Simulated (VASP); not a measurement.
# Si2Mo in VASP: a series of runs

The runs below take Si2Mo through single point, with r2SCAN.

Program: VASP 6.6.1. These are calculated values, not measurements. Logs are shortened: lines on timing, memory, paths and dates and some standing lists are left out, and cuts for length are marked.

### 1 The cell of the first run

The structure is orthorhombic, space group Immm (No. 71). Conventional cell: a = 3.179 Å, b = 3.298 Å, c = 7.790 Å, α = 90.00°, β = 90.00°, γ = 90.00°. Within 3.4 Å of Si (site symmetry mm2) lie 9 Si at 2.56 to 3.30 Å and 5 Mo at 2.61 to 2.62 Å. Within 3.4 Å of Mo (site symmetry mmm) lie 10 Si at 2.61 to 2.62 Å and 4 Mo at 3.18 to 3.30 Å.

### 2 Single point, r2SCAN (uniaxial strain along a: +3.0 %, then relaxed in part)

File POSCAR:

```
Si2Mo
1.0
    3.2978019251      0.0000000000      0.0000000000
    0.0000000000      3.1792201327      0.0000000000
    0.0000000000      0.0000000000      7.7896627586
Si Mo
4 2
Direct
    0.0000000000      0.0000000000      0.3355191083
    0.5000000000      0.5000000000      0.1644808917
    0.5000000000      0.5000000000      0.8355191083
    0.0000000000      0.0000000000      0.6644808917
    0.0000000000      0.0000000000      0.0000000000
    0.5000000000      0.5000000000      0.5000000000
```

File INCAR.step1:

```
ALGO     = Normal         # electronic algorithm
EDIFF    = 1E-4           # SCF threshold, eV
ENCUT    = 520            # plane-wave cutoff, eV
GGA      = PE             # functional
ISMEAR   = 0              # smearing method
LASPH    = T              # aspherical terms in the spheres
LCHARG   = F              # write CHGCAR
LREAL    = F              # projectors in reciprocal space
LWAVE    = T              # write WAVECAR
NBANDS   = 31             # bands
NELM     = 100            # most SCF steps
PREC     = Accurate       # precision mode
SIGMA    = 0.1            # smearing width, eV
```

File INCAR.step2:

```
ALGO     = Normal         # electronic algorithm
EDIFF    = 1E-6           # SCF threshold, eV
ENCUT    = 520            # plane-wave cutoff, eV
ISIF     = 2              # what is computed and relaxed
ISMEAR   = 0              # smearing method
ISTART   = 1            
LASPH    = T              # aspherical terms in the spheres
LCHARG   = F              # write CHGCAR
LMIXTAU  = T            
LREAL    = F              # projectors in reciprocal space
LWAVE    = F              # write WAVECAR
METAGGA  = R2SCAN         # meta-GGA
NBANDS   = 31             # bands
NELM     = 100            # most SCF steps
PREC     = Accurate       # precision mode
SIGMA    = 0.1            # smearing width, eV
```

File KPOINTS:

```
k-points
0
Gamma
  12 12 6
```

Potentials or basis: VASP PAW PBE potentials, release 64 (Si, Mo_sv).

Run with:

```
$ cat potpaw_PBE.64/Si/POTCAR potpaw_PBE.64/Mo_sv/POTCAR > POTCAR
$ cp INCAR.step1 INCAR
$ mpirun -np 1 vasp_std > vasp.out
$ cp INCAR.step2 INCAR
$ mpirun -np 1 vasp_std > vasp.out
```

OUTCAR:

```text
EDIFF = 1E-6
   ENCUT = 520
   ISIF = 2
   ISMEAR = 0
   ISTART = 1
   LASPH = T
   LREAL = F
   METAGGA = R2SCAN
   NELM = 100
   PREC = Accurate

 ion  position               nearest neighbor table
   1  0.000  0.000  0.336-   4 2.56   5 2.61   6 2.62   6 2.62   6 2.62   6 2.62   2 2.65   2 2.65
                             2 2.65   2 2.65
   2  0.500  0.500  0.164-   3 2.56   6 2.61   5 2.62   5 2.62   5 2.62   5 2.62   1 2.65   1 2.65
                             1 2.65   1 2.65
   3  0.500  0.500  0.836-   2 2.56   6 2.61   5 2.62   5 2.62   5 2.62   5 2.62   4 2.65   4 2.65
                             4 2.65   4 2.65
   4  0.000  0.000  0.664-   1 2.56   5 2.61   6 2.62   6 2.62   6 2.62   6 2.62   3 2.65   3 2.65
                             3 2.65   3 2.65
   5  0.000  0.000  0.000-   1 2.61   4 2.61   3 2.62   2 2.62   2 2.62   3 2.62   2 2.62   3 2.62
                             2 2.62   3 2.62
   6  0.500  0.500  0.500-   2 2.61   3 2.61   1 2.62   4 2.62   1 2.62   4 2.62   1 2.62   4 2.62
                             1 2.62   4 2.62

  LATTYP: Found a simple orthorhombic cell.
 ALAT       =     3.1792201327
 B/A-ratio  =     1.0372990191
 C/A-ratio  =     2.4501803692

  Lattice vectors:

 A1 = (   0.0000000000,  -3.1792201327,   0.0000000000)
 A2 = (   3.2978019251,   0.0000000000,   0.0000000000)
 A3 = (   0.0000000000,   0.0000000000,   7.7896627586)

Analysis of symmetry for initial positions (statically):
=====================================================================
 Subroutine PRICEL returns following result:

  LATTYP: Found a body centered orthorhombic cell.
 ALAT       =     3.1792201327
 B/A-ratio  =     1.0372990191
 C/A-ratio  =     2.4501803692

  Lattice vectors:

 A1 = (   1.6489009625,  -1.5896100664,  -3.8948313793)
 A2 = (  -1.6489009625,   1.5896100663,  -3.8948313793)
 A3 = (   1.6489009625,   1.5896100664,   3.8948313793)

   2 primitive cells build up your supercell.

 Routine SETGRP: Setting up the symmetry group for a
 simple orthorhombic supercell.

 Subroutine GETGRP returns: Found  8 space group operations
 (whereof  8 operations were pure point group operations)
 out of a pool of  8 trial point group operations.

The static configuration has the point symmetry D_2h.

Analysis of symmetry for dynamics (positions and initial velocities):
=====================================================================
 Subroutine PRICEL returns following result:

  LATTYP: Found a body centered orthorhombic cell.
 ALAT       =     3.1792201327
 B/A-ratio  =     1.0372990191
 C/A-ratio  =     2.4501803692

  Lattice vectors:

 A1 = (   1.6489009625,  -1.5896100664,  -3.8948313793)
 A2 = (  -1.6489009625,   1.5896100663,  -3.8948313793)
 A3 = (   1.6489009625,   1.5896100664,   3.8948313793)

   2 primitive cells build up your supercell.

 Routine SETGRP: Setting up the symmetry group for a
 simple orthorhombic supercell.

 Subroutine GETGRP returns: Found  8 space group operations
 (whereof  8 operations were pure point group operations)
 out of a pool of  8 trial point group operations.

The dynamic configuration has the point symmetry D_2h.

 Subroutine INISYM returns: Found  8 space group operations
 (whereof  8 operations are pure point group operations),
 and found     2 'primitive' translations

----------------------------------------------------------------------------------------

                                     Primitive cell

  volume of cell :      40.8351

  direct lattice vectors                    reciprocal lattice vectors
     1.648900963 -1.589610066 -3.894831379     0.303232281  0.000000000 -0.128375262
    -1.648900963  1.589610066 -3.894831379     0.000000000  0.314542548 -0.128375262
     1.648900963  1.589610066  3.894831379     0.303232281  0.314542548 -0.000000000

  length of vectors
     4.518345496  4.518345496  4.518345496     0.329287146  0.339731103  0.436905974

  position of ions in fractional coordinates (direct lattice)
     0.664480892  0.664480892  1.000000000
     0.335519108  0.335519108  1.000000000
     0.000000000  0.000000000  0.000000000

  ion indices of the primitive-cell ions
   primitive index   ion index
                 1           1
                 2           4
                 3           5

----------------------------------------------------------------------------------------

 KPOINTS: k-points

Automatic generation of k-mesh.
 Grid dimensions read from file:
 generate k-points for:   12   12    6

 Generating k-lattice:

  Cartesian coordinates                     Fractional coordinates (reciprocal lattice)
     0.025269357  0.000000000  0.000000000     0.083333333  0.000000000  0.000000000
     0.000000000  0.026211879  0.000000000     0.000000000  0.083333333  0.000000000
     0.000000000  0.000000000  0.021395877     0.000000000  0.000000000  0.166666667

  Length of vectors
     0.025269357  0.026211879  0.021395877

  Shift w.r.t. Gamma in fractional coordinates (k-lattice)
     0.000000000  0.000000000  0.000000000

 Subroutine IBZKPT returns following result:
 ===========================================

 Found    196 irreducible k-points:

 Following reciprocal coordinates:
            Coordinates               Weight
  0.000000  0.000000  0.000000      1.000000
  0.083333  0.000000  0.000000      2.000000
  0.166667  0.000000  0.000000      2.000000
  0.250000  0.000000  0.000000      2.000000
  0.333333  0.000000  0.000000      2.000000
  0.416667  0.000000  0.000000      2.000000
[... 16 lines left out ...]
  0.083333  0.250000  0.000000      4.000000
  0.166667  0.250000  0.000000      4.000000
 [... further k-points ...]
   k-points           NKPTS =    196   k-points in BZ     NKDIM =    196   number of bands    NBANDS=     31
   number of dos      NEDOS =    301   number of ions     NIONS =      6
   total plane-waves  NPLWV =  40320
   dimension x,y,z NGX =    28 NGY =   24 NGZ =   60
   dimension x,y,z NGXF=    56 NGYF=   48 NGZF=  120
   ions per type =               4   2
   NGX,Y,Z   is equivalent  to a cutoff of  14.12, 12.55, 12.81 a.u.
   NGXF,Y,Z  is equivalent  to a cutoff of  28.23, 25.10, 25.61 a.u.
 SYSTEM =  unknown system
   PREC   = accura    normal or accurate (medium, high low for compatibility)
   ISTART =      1    job   : 0-new  1-cont  2-samecut
   ICHARG =      0    charge: 1-file 2-atom 10-const
   ISPIN  =      1    spin polarized calculation?
   LNONCOLLINEAR =      F non collinear calculations
   LSORBIT =      F    spin-orbit coupling
   LASPH  =      T    aspherical Exc in radial PAW
   ENCUT  =  520.0 eV  38.22 Ry    6.18 a.u.   6.13  5.91 14.48*2*pi/ulx,y,z
   NELM   =    100;   NELMIN=  2; NELMDL=  0     # of ELM steps
   EDIFF  = 0.1E-05   stopping-criterion for ELM
   LREAL  =      F    real-space projection
   EDIFFG = 0.1E-04   stopping-criterion for IOM
   NSW    =      0    number of steps for IOM
   IBRION =     -1    ionic relax: 0-MD 1-quasi-New 2-CG
   NFREE  =      0    steps in history (QN), initial steepest desc. (CG)
   ISIF   =      2    stress and relaxation
   ISYM   =      2    0-nonsym 1-usesym 2-fastsym
   POTIM  = 0.5000    time-step for ionic-motion
   TEBEG  =    0.0;   TEEND  =   0.0 temperature during run
   PSTRESS=    0.0 pullay stress
   NELECT =      44.0000    total number of electrons
   NUPDOWN=      -1.0000    fix difference up-down
   EMIN   =  10.00;   EMAX   =-10.00  energy-range for DOS
   EFERMI =   0.00;   METHOD = LEGACY
   ISMEAR =     0;   SIGMA  =   0.10  broadening in eV -4-tet -1-fermi 0-gaus
   EFERMI_NEDOS =   21; number of points for ismear=-14 and -15
   IALGO  =     38    algorithm
   IMIX   =      4    mixing-type and parameters
     AMIX     =   0.40;   BMIX     =  1.00
     AMIX_MAG =   1.60;   BMIX_MAG =  1.00
  volume/ion in A,a.u.               =      13.61        91.86
  Fermi-wavevector in a.u.,A,eV,Ry     =   1.332103  2.517310 24.143514  1.774498
  Thomas-Fermi vector in A             =   2.461063
   LORBIT       =      0    0 simple, 1 ext, 2 COOP (PROOUT), +10 PAW based schemes
   METAGGA = R2SCAN    functional components
   LHFCALC =     F    Hartree Fock is set to
   AEXX    =    0.0000 exact exchange contribution
   IVDW    =     0    specifies the selected vdW correction
   LEPSILON=     F    determine dielectric tensor
   LRPA    =     F    only Hartree local field effects (RPA)
 non-spin polarized calculation
 Gauss-broadening in eV      SIGMA  =   0.10
  energy-cutoff  :      520.00
  volume of cell :       81.67
 maximum number of plane-waves:      2228
 NGX is ok and might be reduce to    28
   NGX = 13   NGY = 11   NGZ = 29

 number of electron      44.0000001 magnetization

 Free energy of the ion-electron system (eV)
  ---------------------------------------------------
  ext. energy  EPLUGINS =         0.00000000
  ---------------------------------------------------
  free energy    TOTEN  =       -89.95616933 eV

  energy without entropy =      -89.95394692  energy(sigma->0) =      -89.95505812

 E-fermi :  11.9653     XC(G=0): -13.3023

 val. band max:       11.9625166422   @ k =   0.0833   0.0000   0.1667
 cond. band min:      11.9900189002   @ k =   0.0833   0.0000   0.3333
 fundamental gap:      0.0275022580
 Fermi energy:        11.9652792266

 k-point     1 :       0.0000    0.0000    0.0000
  band No.  band energies     occupation
      1     -50.6236      2.00000
      2     -50.6229      2.00000
      3     -24.0687      2.00000
      4     -24.0402      2.00000
      5     -24.0389      2.00000
      6     -24.0366      2.00000
[... 23 lines left out ...]
     30      17.3035      0.00000
     31      17.3551      0.00000

 k-point     2 :       0.0833    0.0000    0.0000
  band No.  band energies     occupation
      1     -50.6226      2.00000
      2     -50.6219      2.00000
      3     -24.0664      2.00000
      4     -24.0533      2.00000
      5     -24.0511      2.00000
      6     -24.0388      2.00000
[... 23 lines left out ...]
     30      17.5520      0.00000
     31      17.5644      0.00000

 k-point     3 :       0.1667    0.0000    0.0000
  band No.  band energies     occupation
      1     -50.6200      2.00000
      2     -50.6194      2.00000
      3     -24.0925      2.00000
      4     -24.0906      2.00000
      5     -24.0600      2.00000
      6     -24.0353      2.00000
[... 703 lines left out ...]
     30      17.2648      0.00000
     31      18.1308      0.00000

 k-point    24 :       0.1667    0.2500    0.0000
  band No.  band energies     occupation
      1     -50.6090      2.00000
      2     -50.6085      2.00000
      3     -24.0771      2.00000
      4     -24.0767      2.00000
      5     -24.0703      2.00000
      6     -24.0675      2.00000
[... 23 lines left out ...]
     30      17.3165      0.00000
     31      17.3280      0.00000

 [... further k-points ...]
[... 5 lines left out ...]
  --------------------------------------------------------------------------------------
  -------------------------------------------------------------------------------------
  Total       -5.2446338      0.2057722      0.1675844      0.0000000      0.0000000      0.0000000
  in kB     -102.8873381      4.0367640      3.2876111      0.0000000      0.0000000      0.0000000
  external PRESSURE =     -31.8543210 kB  Pullay stress =       0.0000000 kB

 VOLUME and BASIS-vectors are now :
 -----------------------------------------------------------------------------
  energy-cutoff  :      520.00
  volume of cell :       81.67
      direct lattice vectors                 reciprocal lattice vectors
     3.297801925  0.000000000  0.000000000     0.303232281  0.000000000  0.000000000
     0.000000000  3.179220133  0.000000000     0.000000000  0.314542548  0.000000000
     0.000000000  0.000000000  7.789662759     0.000000000  0.000000000  0.128375262

 POSITION                                       TOTAL-FORCE (eV/Angst)
 -----------------------------------------------------------------------------------
      0.00000      0.00000      2.61358         0.000000     -0.000000     -0.003630
      1.64890      1.58961      1.28125         0.000000     -0.000000      0.003630
      1.64890      1.58961      6.50841         0.000000     -0.000000     -0.003630
      0.00000      0.00000      5.17608        -0.000000     -0.000000      0.003630
      0.00000      0.00000      0.00000         0.000000     -0.000000     -0.000000
      1.64890      1.58961      3.89483         0.000000      0.000000      0.000000
 -----------------------------------------------------------------------------------
    total drift:                               -0.000000      0.000000      0.000000

  FREE ENERGIE OF THE ION-ELECTRON SYSTEM (eV)
  ---------------------------------------------------
  free  energy   TOTEN  =       -89.9561693295 eV

  energy  without entropy=      -89.9539469183  energy(sigma->0) =      -89.95505812
```

Run time: 9.6 min. Hardware: 1 thread of Intel Xeon 6975P-C (Granite Rapids), shared host; peak memory 0.49 GiB.

Results:

```yaml
Free_energy: -89.9562 eV
Pressure: -3.2 GPa
Largest_force: 0.004 eV/Å
Band_gap_on_the_k_mesh: zero (bands 22 and 23 overlap by 0.78 eV)
```

Forces on the atoms (eV/Å):
```
Si   0.000  0.000 -0.004
Si   0.000  0.000  0.004
Si   0.000  0.000 -0.004
Si   0.000  0.000  0.004
Mo   0.000  0.000  0.000
Mo   0.000  0.000  0.000
```

Caveat: the cell differs from its parent crystal (uniaxial strain along a: +3.0 %, then relaxed in part); the stress differs along the axes, from -10 to 0 GPa; the PAW data sets were made with another functional, which shifts forces and pressure a little.

(Continued in part 2 of 2.)

The gap in the log of VASP goes by the Fermi energy; the results here count the filled bands.